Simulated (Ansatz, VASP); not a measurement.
Si2C3 in VASP and in Ansatz

INCAR

```
SYSTEM = Si2C3
PREC     = Accurate       ! precision mode
ENCUT    = 520            ! plane-wave cutoff, eV
EDIFF    = 1E-6           ! SCF threshold, eV
ISMEAR   = 0              ! smearing method
SIGMA    = 0.1            ! smearing width, eV
LREAL    = .FALSE.        ! projectors in reciprocal space
LASPH    = .TRUE.         ! aspherical terms in the spheres
NELM     = 80             ! most SCF steps
ALGO     = Normal         ! electronic algorithm
ISIF     = 2              ! what is computed and relaxed
LWAVE    = .FALSE.        ! write WAVECAR
LCHARG   = .FALSE.        ! write CHGCAR
GGA      = PE             ! functional
NBANDS   = 18             ! bands
```

The input KPOINTS:

```
regular mesh
0
G
  6 6 2
  0 0 0
```

Contents of POSCAR:

```
Si2C3
1.0
    2.5676600600      0.0000000000      0.0000000000
   -1.2838300300      2.2236588400      0.0000000000
    0.0000000000      0.0000000000     12.0559103100
Si C
2 3
Direct
    0.0000000000      0.0000000000      0.9000000000
    0.0000000000      0.0000000000      0.1000000000
    0.0000000000      0.0000000000      0.3000000000
    0.0000000000      0.0000000000      0.5000000000
    0.0000000000      0.0000000000      0.7000000000
```

Input for Ansatz:

```yaml
crystal:
  lattice:
    - [2.56766006, 0.0, 0.0]
    - [-1.28383003, 2.22365884, 0.0]
    - [0.0, 0.0, 12.05591031]
  atoms:
    - { symbol: Si, position: [0.0, 0.0, 0.9] }
    - { symbol: Si, position: [0.0, 0.0, 0.1] }
    - { symbol: C, position: [0.0, 0.0, 0.3] }
    - { symbol: C, position: [0.0, 0.0, 0.5] }
    - { symbol: C, position: [0.0, 0.0, 0.7] }
basis:
  ecutwfc: 420
kpoints:
  mp_grid: { grid: [6, 6, 2] }
hamiltonian:
  xc: pbe
scf:
  occupations: { method: gaussian, width: 0.1 }
  lower_state_search: "off"
output:
  forces: true
  stress: true
  eigenvalues: true
```

Alike in both runs: task single point; functional PBE; k mesh 6 × 6 × 2; occupations gaussian, width 0.1 eV; no spin polarisation.

|  | VASP | Ansatz |
| --- | --- | --- |
| version | VASP 6.6.1 | Ansatz 0.2.0 |
| potentials or method | VASP PAW PBE potentials, release 64 (Si, C), cutoff 520 eV | scalar-relativistic, plane waves, PAW |
| valence electrons in the cell | 20 | 20 |

|  | VASP | Ansatz | Ansatz less VASP |
| --- | --- | --- | --- |
| gap on the k mesh at the Fermi level (eV) | none | none | - |
| pressure (GPa) | -19.5 | -19.5 | +0.03 |
| traceless stress, the component that is largest in VASP (GPa) | -1.07 | -1.08 | -0.010 |
| rms of the force components (eV/Å) | 0.835 | 0.839 | +0.0032 |

Atom by atom the forces differ by 0.003 eV/Å (rms over components). A gap of «none» marks a metal or a gap that the smearing closes.

The k mesh is coarse, so the values compare programs but aren't converged.
